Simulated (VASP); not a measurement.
Si2P:

```xyz
3
Lattice="4.6606 0.0000 0.0000 -2.3303 4.0362 0.0000 0.0000 0.0000 2.8513" Properties=species:S:1:pos:R:3 pbc="T T T"
Si    0.0000    0.0000    1.4256
Si    0.0000    2.6908    0.0000
P     2.3303    1.3454    1.4256
```

The cell was generated, and may not be a known phase.

```yaml
Program: VASP 6.6.1
Task: relaxation of cell and atoms
Functional: PBE
Potentials_or_basis: VASP PAW PBE potentials, release 64 (Si, P)
Cutoff: 500 eV
k_mesh: 6 × 6 × 6
Occupations: gaussian, width 0.1 eV
Spin: no spin polarisation
```

At the start: pressure -12.0 GPa; volume 17.88 Å³/atom.

Problem. How do energy, volume and symmetry change on relaxing?

Solution. Over 8 steps the energy falls by 172.7 meV/atom and the volume is 14.50 Å³/atom (-18.9 %); space group P-6m2 (No. 187, to 0.1 Å) before and after.

The path:
```tsv
step	energy change (eV)	largest force (eV/Å)	pressure (GPa)	volume (Å³)
1	0.0000	0.0000	-12.02	53.63
2	-0.4896	0.0000	-1.42	43.87
3	-0.4967	0.0000	1.27	42.64
4	-0.4971	0.0000	0.69	42.88
5	-0.5094	0.0000	2.04	42.66
6	-0.5151	0.0000	1.46	42.75
7	-0.5151	0.0000	1.43	42.75
8	-0.5180	0.0000	-0.19	43.49
```

Final structure:
```
CELL_PARAMETERS angstrom
4.26632 0.00000 0.00000
-2.13316 3.69474 0.00000
0.00000 0.00000 2.75921
ATOMIC_POSITIONS crystal
Si 0.00000 0.00000 0.50000
Si 0.33333 0.66667 0.00000
P 0.66667 0.33333 0.50000
```

Caveat: the k points lie up to 0.38 Å⁻¹ apart in the final cell, too coarse for converged energies and pressures of a metal; the volume moved by over 15 % at a fixed basis, so the end points are rough; an odd number of electrons without spin polarisation forces a metal; a magnetic or distorted state may lie lower.
